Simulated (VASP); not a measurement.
# CaCr3Bi (Pm-3m) in VASP: a series of runs, part 2 of 2

VASP 6.6.1. Earlier steps stand in the parts before.

**4. Relaxation of cell and atoms, PBE, collinear spin, ferromagnetic start**

Input file INCAR:

```
  ALGO = Normal
  EDIFF = 1E-7
  EDIFFG = -0.04
  ENCUT = 500
  GGA = PE
  GGA_COMPAT = False
  IBRION = 2
  ISIF = 3
  ISMEAR = 0
  ISPIN = 2
  LASPH = True
  LCHARG = False
  LMAXMIX = 4
  LORBIT = 11
  LREAL = False
  LWAVE = False
  MAGMOM = 0 1.95 1.95 1.95 0
  NELM = 200
  NELMIN = 4
  NSW = 90
  PREC = Accurate
  SIGMA = 0.1
```

Input file KPOINTS:

```
k-points
0
Gamma
  4 4 4
```

Input file POSCAR:

```
CaCr3Bi
1.0
    4.4688099163      0.0000000000      0.0000000000
    0.0000000000      4.4688099163      0.0000000000
    0.0000000000      0.0000000000      4.4688099163
Ca Cr Bi
1 3 1
Direct
    0.0000000000      0.0000000000      0.0000000000
    0.0000000000      0.5000000000      0.5000000000
    0.5000000000      0.0000000000      0.5000000000
    0.5000000000      0.5000000000      0.0000000000
    0.5000000000      0.5000000000      0.5000000000
```

Potentials or basis: VASP PAW PBE potentials, release 64 (Ca_sv, Cr_pv, Bi_d).

Started as:

```console
$ cat potpaw_PBE.64/Ca_sv/POTCAR potpaw_PBE.64/Cr_pv/POTCAR potpaw_PBE.64/Bi_d/POTCAR > POTCAR
$ mpirun -np 1 vasp_std > vasp.out
```

OUTCAR:

```text
EDIFF = 1E-7
   EDIFFG = -0.04
   ENCUT = 500
   GGA = PE
   IBRION = 2
   ISIF = 3
   ISMEAR = 0
   ISPIN = 2
   LASPH = True
   LORBIT = 11
   LREAL = False
   NELM = 200
   NELMIN = 4
   NSW = 90
   PREC = Accurate

 ion  position               nearest neighbor table
   1  0.000  0.000  0.000-   2 3.16   3 3.16   4 3.16   2 3.16   3 3.16   2 3.16   4 3.16   2 3.16
                             3 3.16   4 3.16   3 3.16   4 3.16
   2  0.000  0.500  0.500-   5 2.23   5 2.23   4 3.16   1 3.16   1 3.16   4 3.16   1 3.16   3 3.16
                             1 3.16   3 3.16   4 3.16   3 3.16   4 3.16   3 3.16
   3  0.500  0.000  0.500-   5 2.23   5 2.23   4 3.16   1 3.16   1 3.16   4 3.16   2 3.16   4 3.16
                             2 3.16   4 3.16   1 3.16   2 3.16   1 3.16   2 3.16
   4  0.500  0.500  0.000-   5 2.23   5 2.23   3 3.16   1 3.16   2 3.16   3 3.16   2 3.16   1 3.16
                             3 3.16   3 3.16   1 3.16   2 3.16   2 3.16   1 3.16
   5  0.500  0.500  0.500-   2 2.23   3 2.23   4 2.23   4 2.23   3 2.23   2 2.23

  LATTYP: Found a simple cubic cell.
 ALAT       =     4.4688099163

  Lattice vectors:

 A1 = (   4.4688099163,   0.0000000000,   0.0000000000)
 A2 = (   0.0000000000,   4.4688099163,   0.0000000000)
 A3 = (   0.0000000000,   0.0000000000,   4.4688099163)

Analysis of symmetry for initial positions (statically):
=====================================================================
 Subroutine PRICEL returns:
 Original cell was already a primitive cell.

 Routine SETGRP: Setting up the symmetry group for a
 simple cubic supercell.

 Subroutine GETGRP returns: Found 48 space group operations
 (whereof 48 operations were pure point group operations)
 out of a pool of 48 trial point group operations.

The static configuration has the point symmetry O_h .

Analysis of symmetry for dynamics (positions and initial velocities):
=====================================================================
 Subroutine PRICEL returns:
 Original cell was already a primitive cell.

 Routine SETGRP: Setting up the symmetry group for a
 simple cubic supercell.

 Subroutine GETGRP returns: Found 48 space group operations
 (whereof 48 operations were pure point group operations)
 out of a pool of 48 trial point group operations.

[... 133 lines left out ...]
   IVDW    =     0    specifies the selected vdW correction
   LEPSILON=     F    determine dielectric tensor
   LRPA    =     F    only Hartree local field effects (RPA)
 conjugate gradient relaxation of ions
 spin polarized calculation
 Gauss-broadening in eV      SIGMA  =   0.10
  energy-cutoff  :      500.00
  volume of cell :       89.24
 maximum number of plane-waves:      2301
 NGX is ok and might be reduce to    36
   NGX = 17   NGY = 17   NGZ = 17

--------------------------------------- Ionic step        1  -------------------------------------------

 number of electron      61.0000022 magnetization       6.4004848

 Free energy of the ion-electron system (eV)
  ---------------------------------------------------
  ext. energy  EPLUGINS =         0.00000000
  ---------------------------------------------------
  free energy    TOTEN  =       -22.25137371 eV

  energy without entropy =      -22.21473280  energy(sigma->0) =      -22.23305325

 E-fermi :   7.8555     XC(G=0): -11.3710

 val. band max:        7.8397119902   @ k =   0.2500   0.2500   0.0000
 cond. band min:       7.8597304124   @ k =   0.5000   0.2500   0.0000
 fundamental gap:      0.0200184222
 Fermi energy:         7.8555295762

 spin component 1

 k-point     1 :       0.0000    0.0000    0.0000
  band No.  band energies     occupation
      1     -35.5792      1.00000
      2     -35.5792      1.00000
      3     -35.5792      1.00000
      4     -35.4487      1.00000
      5     -35.4487      1.00000
      6     -35.4487      1.00000
[... 952 lines left out ...]
--------------------------------------- Ionic step        4  -------------------------------------------

 number of electron      60.9999990 magnetization      13.1615627

 Free energy of the ion-electron system (eV)
  ---------------------------------------------------
  ext. energy  EPLUGINS =         0.00000000
  ---------------------------------------------------
  free energy    TOTEN  =       -28.62028313 eV

  energy without entropy =      -28.59639795  energy(sigma->0) =      -28.60834054

 E-fermi :   4.1246     XC(G=0):  -8.9242

 val. band max:        4.0737000108   @ k =   0.5000   0.2500   0.0000
 cond. band min:       4.1387949670   @ k =   0.2500   0.0000   0.0000
 fundamental gap:      0.0650949562
 Fermi energy:         4.1246064236

 spin component 1

 k-point     1 :       0.0000    0.0000    0.0000
  band No.  band energies     occupation
      1     -39.8747      1.00000
      2     -39.8747      1.00000
      3     -39.8747      1.00000
      4     -39.8197      1.00000
      5     -39.8197      1.00000
      6     -39.8197      1.00000
[... 864 lines left out ...]
  FREE ENERGIE OF THE ION-ELECTRON SYSTEM (eV)
  ---------------------------------------------------
  free  energy   TOTEN  =       -28.6202831329 eV

  energy  without entropy=      -28.5963979541  energy(sigma->0) =      -28.60834054

 reached required accuracy - stopping structural energy minimisation

 total charge

# of ion       s       p       d       tot
------------------------------------------
    1        2.061   5.827   0.130   8.017
    2        0.234   6.113   4.183  10.530
    3        0.234   6.113   4.183  10.530
    4        0.234   6.113   4.183  10.530
    5        1.426   1.828   9.922  13.177
--------------------------------------------------
tot          4.189  25.994  22.600  52.783

 magnetization (x)

# of ion       s       p       d       tot
------------------------------------------
    1       -0.025   0.006   0.030   0.011
    2        0.051   0.024   3.816   3.891
    3        0.051   0.024   3.816   3.891
    4        0.051   0.024   3.816   3.891
    5       -0.029  -0.135   0.047  -0.117
--------------------------------------------------
tot          0.099  -0.056  11.524  11.567
```

CONTCAR:

```text
CaCr3Bi
   1.00000000000000
     5.3258731852611518    0.0000000000000000   -0.0000000000000000
    -0.0000000000000000    5.3258731852611518   -0.0000000000000000
     0.0000000000000000    0.0000000000000000    5.3258731852611518
  Ca              Cr              Bi
     1     3     1
Direct
     0.0000000000000000    0.0000000000000000    0.0000000000000000
     0.0000000000000000    0.5000000000000000    0.5000000000000000
     0.5000000000000000    0.0000000000000000    0.5000000000000000
     0.5000000000000000    0.5000000000000000    0.0000000000000000
     0.5000000000000000    0.5000000000000000    0.5000000000000000

  0.00000000E+00  0.00000000E+00  0.00000000E+00
  0.00000000E+00  0.00000000E+00  0.00000000E+00
  0.00000000E+00  0.00000000E+00  0.00000000E+00
  0.00000000E+00  0.00000000E+00  0.00000000E+00
  0.00000000E+00  0.00000000E+00  0.00000000E+00
```

Wall time 20 min (1 thread of Intel Xeon 8259CL, shared host); peak memory 0.28 GiB.

What came out:

* Free energy: -28.6203 eV
* Relaxed volume: 30.21 Å³/atom
* Relaxed cell: a = 5.326 Å, b = 5.326 Å, c = 5.326 Å, α = 90.00°, β = 90.00°, γ = 90.00°
* Space group after relaxing (to 0.1 Å): Pm-3m (No. 221)
* Energy gained by relaxing: 1273.8 meV/atom
* Ionic steps: 4
* Pressure after relaxing: -0.1 GPa
* Net moment: 13.16 μB per cell
* Site moments: Ca +0.01; Cr +3.89; Bi -0.12 μB
* Valence electrons inside the program's atomic spheres: Ca 8.02; Cr 10.53; Bi 13.18

Step by step:
```
step  energy change (eV)  largest force (eV/Å)  pressure (GPa)  volume (Å³)
   1              0.0000                0.0000           47.73        89.24
   2             -5.9931                0.0000           -3.93       177.03
   3             -6.3681                0.0000            0.26       149.64
   4             -6.3689                0.0000           -0.07       151.07
```

Final structure:
```
Ca Cr Bi
1.0
     5.32587    0.00000    0.00000
     0.00000    5.32587    0.00000
     0.00000    0.00000    5.32587
Ca Cr Bi
1 3 1
Direct
  0.00000 0.00000 0.00000
  0.00000 0.50000 0.50000
  0.50000 0.00000 0.50000
  0.50000 0.50000 0.00000
  0.50000 0.50000 0.50000
```

Levels at points of the mesh, in eV from the Fermi level:
Spin up:
```csv
k point,band 33,band 34,band 35,band 36,band 37,band 38,band 39
"(0.00, 0.00, 0.00)",-1.04,-0.82,-0.82,-0.82,-0.69,0.76,0.96
"(0.50, 0.00, 0.00)",-1.04,-0.96,-0.82,-0.43,-0.43,0.78,1.31
"(0.50, 0.50, 0.00)",-1.08,-0.96,-0.76,-0.63,-0.63,0.35,0.39
"(0.50, 0.50, 0.50)",-0.79,-0.79,-0.74,-0.74,-0.35,-0.35,-0.35
```
Spin down:
```
           k point  band 22  band 23  band 24  band 25  band 26  band 27
(0.00, 0.00, 0.00)    -2.27    -2.27    -0.24    -0.24     0.61     0.61
(0.50, 0.00, 0.00)    -2.34    -1.08    -0.66     0.39     0.78     0.78
(0.50, 0.50, 0.00)    -2.35    -1.36     0.22     0.22     0.38     0.81
(0.50, 0.50, 0.50)    -3.83    -0.35    -0.12    -0.12    -0.12     0.78
```

Caveat: the volume moved by over 15 % at a fixed basis, so the end points are rough; the highest band is partly filled, so the run has too few bands; spin-orbit coupling is left out, which moves the levels of the heavy elements.

**5. Overview**

```tsv
task	cell	gap on the mesh (eV)	pressure (GPa)	moment (μB)
single point	a = 4.469 Å, 5 atoms	none	47.8	6.40
single point	a = 5.335 Å, 5 atoms	none	0.0	13.21
relaxation of cell and atoms	relaxed from a = 4.469 Å, 5 atoms	-	-0.1	13.16
```

Alike in all rows: level PBE; potentials or basis VASP PAW PBE potentials, release 64 (Ca_sv, Cr_pv, Bi_d); spin collinear, ferromagnetic start; k mesh 4 × 4 × 4; cutoff (eV) 500; smearing gaussian 0.1 eV.

Caveats: spin-orbit coupling is left out, which moves the levels of the heavy elements; the cell stands under pressure (at least some runs); the volume moved by over 15 % at a fixed basis, so the end points are rough (at least some runs); the highest band is partly filled, so the run has too few bands (at least some runs).

Absolute energies hang on the potentials; compare differences alone.
